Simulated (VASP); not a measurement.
Wanted: the native input for a VASP 6.6.1 run.

```yaml
Task: single point
Functional: PBE
Potentials_or_basis: VASP PAW PBE potentials, release 64 (Hf_pv, B)
Cutoff: 520 eV
k_mesh: 12 × 12 × 10
Occupations: gaussian, width 0.1 eV
Spin: no spin polarisation
Dipole_correction: no
Further_INCAR_settings: ALGO = Normal; EDIFF = 1e-07; NBANDS = 21
```

The structure of HfB lies in POSCAR:

```
HfB
1.0
    2.3806448311      2.3806448311      0.0000000000
   -2.3806448311      2.3806448311      0.0000000000
    0.0000000000      0.0000000000      4.7612896623
Hf B
2 2
Direct
    0.5000000000      0.5000000000      0.0000000000
    0.0000000000      0.0000000000      0.5000000000
    0.0000000000      0.0000000000      0.0000000000
    0.5000000000      0.5000000000      0.5000000000
```

This cell differs from its parent crystal: equal strain along all axes, cell held: -1.5 %.

One way to write it, as run:

INCAR

```
PREC = Accurate
ENCUT = 520
EDIFF = 1E-7
ISMEAR = 0
SIGMA = 0.1
LREAL = F
LASPH = T
NELM = 80
ALGO = Normal
ISIF = 2
LWAVE = F
LCHARG = F
GGA = PE
NBANDS = 21
```

KPOINTS

```
Automatic mesh
0
Gamma
  12 12 10
```

Potentials or basis: VASP PAW PBE potentials, release 64 (Hf_pv, B).

The run is started by

```console
$ cat potpaw_PBE.64/Hf_pv/POTCAR potpaw_PBE.64/B/POTCAR > POTCAR
$ mpirun -np 1 vasp_std > vasp.out
```

It gave:

```json
{
 "Pressure": "8.7 GPa",
 "Band gap on the k mesh": "zero (bands 13 and 14 overlap by 3.36 eV)"
}
```

Caveat: the cell differs from its parent crystal (equal strain along all axes, cell held: -1.5 %); the cell stands under pressure; spin-orbit coupling is left out, which moves the levels of the heavy elements.

Run time: 3.3 min on 1 thread of Intel Xeon 8259CL (shared host), peak memory 0.3 GiB.
